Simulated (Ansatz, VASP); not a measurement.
# Two plane-wave programs on W

```
W
1.0
    -1.55737    1.55737    1.55737
     1.55737   -1.55737    1.55737
     1.55737    1.55737   -1.55737
W
1
Direct
  0.00000 0.00000 0.00000
```

Change from the starting cell: strain -0.025 along x and y, -0.025 along z, atoms carried along.

Alike in both runs: task single point; functional r2SCAN; k mesh 20 × 20 × 20; occupations gaussian, width 0.15 eV; no spin polarisation.

|  | VASP | Ansatz |
| --- | --- | --- |
| version | VASP 6.6.1 | Ansatz 0.2.0 |
| potentials or method | VASP PAW PBE potentials, release 64 (W_sv), cutoff 520 eV | scalar-relativistic, plane waves, PAW |
| valence electrons in the cell | 14 | 14 |

|  | VASP | Ansatz | Ansatz less VASP |
| --- | --- | --- | --- |
| gap on the k mesh at the Fermi level (eV) | none | none | - |
| pressure (GPa) | 19.9 | 18.3 | -1.53 |

VASP's potentials were made for PBE, not for r2SCAN. A gap of «none» marks a metal or a gap that the smearing closes.

Neither program's run includes spin-orbit coupling.
